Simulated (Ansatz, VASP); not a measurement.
InGaSe in VASP and in Ansatz

```
CELL_PARAMETERS angstrom
4.08402 0.00000 0.00000
0.00000 4.08402 0.00000
0.00000 0.00000 4.99873
ATOMIC_POSITIONS crystal
In 0.00000 0.00000 0.00000
Ga 0.50000 0.50000 0.00000
Se 0.50000 0.50000 0.50000
```

Alike in both runs: functional PBE; k mesh 6 × 6 × 4; occupations gaussian, width 0.1 eV; no spin polarisation.

Ansatz relaxed the structure, and its values are those at the end. VASP's run is a single point on that final structure, the one shown.

|  | VASP | Ansatz |
| --- | --- | --- |
| version | VASP 6.6.1 | Ansatz 0.2.0 |
| potentials or method | VASP PAW PBE potentials, release 64 (In_d, Ga_d, Se), cutoff 520 eV | scalar-relativistic, plane waves, PAW |
| valence electrons in the cell | 32 | 42 |

|  | VASP | Ansatz | Ansatz less VASP |
| --- | --- | --- | --- |
| gap on the k mesh at the Fermi level (eV) | none | none | - |
| pressure (GPa) | 0.2 | 0.2 | -0.03 |

A gap of «none» marks a metal or a gap that the smearing closes. The functional is the same, so the differences come from potentials, cutoffs and numerics. VASP's potentials hold 32 valence electrons a cell and Ansatz's 42, so a difference there can come from the potentials and not from the codes.
